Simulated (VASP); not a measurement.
Input of a VASP 6.6.1 run:

File INCAR:

```
  PREC = Accurate
  ENCUT = 520
  EDIFF = 1E-6
  ISMEAR = 0
  SIGMA = 0.02
  LREAL = F
  LASPH = T
  NELM = 100
  ALGO = Normal
  ISIF = 2
  LWAVE = F
  LCHARG = F
  GGA = PE
  NBANDS = 10
```

Contents of KPOINTS:

```
regular mesh
0
Gamma
  9 9 6
```

Contents of POSCAR:

```
H
1.0
    3.9983589898      0.0000000000      0.0000000000
   -1.9991794949      3.4626804586      0.0000000000
    0.0000000000      0.0000000000      5.2345492440
H
4
Direct
    0.3333333333      0.6666666667      0.1782524789
    0.6666666667      0.3333333333      0.6782524789
    0.6666666667      0.3333333333      0.8217475211
    0.3333333333      0.6666666667      0.3217475211
```

Potentials or basis: VASP PAW PBE potentials, release 64 (H).

The run is started by

```sh
$ cat potpaw_PBE.64/H/POTCAR > POTCAR
$ mpirun -np 1 vasp_std > vasp.out
```

Problem. What does it give for the largest force?

Solution. 0.021 eV/Å.

Problem. What does it give for the pressure?

Solution. -0.2 GPa.

Problem. What does it give for the band gap on the k mesh?

Solution. 9.41 eV, direct.

Stress tensor (GPa, compression positive):
```
-0.14  0.00  0.00
 0.00 -0.14  0.00
 0.00  0.00 -0.26
```

 A k mesh can miss the band edges.
